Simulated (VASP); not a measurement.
A run of VASP 6.6.1 is set up as follows.

File INCAR:

```
SYSTEM = Zn
PREC = Accurate ; ENCUT = 520
EDIFF = 1E-7 ; ISMEAR = 0
SIGMA = 0.022 ; LREAL = .False.
LASPH = .True. ; NELM = 100
ALGO = Normal ; ISIF = 2
LWAVE = .False. ; LCHARG = .False.
GGA = PE ; NBANDS = 12
```

File KPOINTS:

```
regular mesh
0
Gamma
  12 12 12
  0 0 0
```

File POSCAR:

```
Zn
1.0
   -1.5690370000      1.5690370000      1.5690370000
    1.5690370000     -1.5690370000      1.5690370000
    1.5690370000      1.5690370000     -1.5690370000
Zn
1
Direct
    0.0000000000      0.0000000000      0.0000000000
```

Potentials or basis: VASP PAW PBE potentials, release 64 (Zn).

Command:

```console
$ cat potpaw_PBE.64/Zn/POTCAR > POTCAR
$ mpirun -np 1 vasp_std > vasp.out
```

(1) Predict the pressure.

(2) Predict the band gap on the k mesh.

## Answers

(1) 0.1 GPa.

(2) zero (band 6 reaches 7.27 eV, above the bottom of band 7 at 2.09 eV).
